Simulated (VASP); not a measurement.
## V: single point with PBE

V:

```
CELL_PARAMETERS angstrom
-1.51365 1.51365 1.51365
1.51365 -1.51365 1.51365
1.51365 1.51365 -1.51365
ATOMIC_POSITIONS crystal
V 0.00000 0.00000 0.00000
```

- Program: VASP 6.6.1
- Task: single point
- Functional: PBE
- Potentials or basis: VASP PAW PBE potentials, release 64 (V_sv)
- Cutoff: 500 eV
- k mesh: 11 × 11 × 11
- Occupations: fermi-dirac, width 0.05 eV
- Spin: collinear spin, ferromagnetic start
- Starting moments: [2.0] μB

| Item | Value |
| --- | --- |
| Pressure | -4.9 GPa |
| Net moment | 0.00 μB per cell |
| Valence electrons inside the program's atomic spheres | V 11.60 |

Levels at points of the mesh, in eV from the Fermi level:
Spin up:
```tsv
k point	band 2	band 3	band 4	band 5	band 6	band 7	band 8	band 9	band 10	band 11
(0.00, 0.00, 0.00)	-37.10	-37.10	-37.10	-6.50	0.41	0.41	0.41	2.35	2.35	20.27
```
Spin down:
```
           k point  band 2  band 3  band 4  band 5  band 6  band 7  band 8  band 9  band 10  band 11
(0.00, 0.00, 0.00)  -37.10  -37.10  -37.10   -6.50    0.41    0.41    0.41    2.35     2.35    20.27
```

Wall time 43 s on 1 thread of Intel Xeon 8259CL, with other jobs on the host, peak memory 0.14 GiB.

Caveat: the cell stands under tension; the moments typed at the start vanished in this run.
